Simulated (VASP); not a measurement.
A run of VASP 6.6.1:

The input INCAR:

```
ALGO = Normal
EDIFF = 1E-6
ENCUT = 500
GGA = PS
GGA_COMPAT = False
ISIF = 2
ISMEAR = 1
LASPH = True
LCHARG = True
LELF = True
LREAL = False
LVHAR = True
LWAVE = False
NBANDS = 13
NELM = 120
PREC = Accurate
SIGMA = 0.05
```

The input KPOINTS:

```
k-points
0
Gamma
  6 6 6
```

POSCAR

```
Pb
1.0
    3.1969622655      0.0000000000      0.0000000000
    0.0000000000      3.1969622655      0.0000000000
    0.0000000000      0.0000000000      3.1969622655
Pb
1
Direct
    0.0000000000      0.0000000000      0.0000000000
```

Potentials or basis: VASP PAW PBE potentials, release 64 (Pb_d).

Run with:

```sh
$ cat potpaw_PBE.64/Pb_d/POTCAR > POTCAR
$ mpirun -np 1 vasp_std > vasp.out
```

Hardware: 1 thread of AMD EPYC 7R43 64-Core Processor (Zen 3), on a shared host.

Question: Estimate the wall time of this run.

Answer: It took 6.6 s on 1 thread of AMD EPYC 7R43 64-Core Processor (Zen 3), with other jobs on the host, peak memory 0.09 GiB. Counts: scf iterations 10, k points 20.
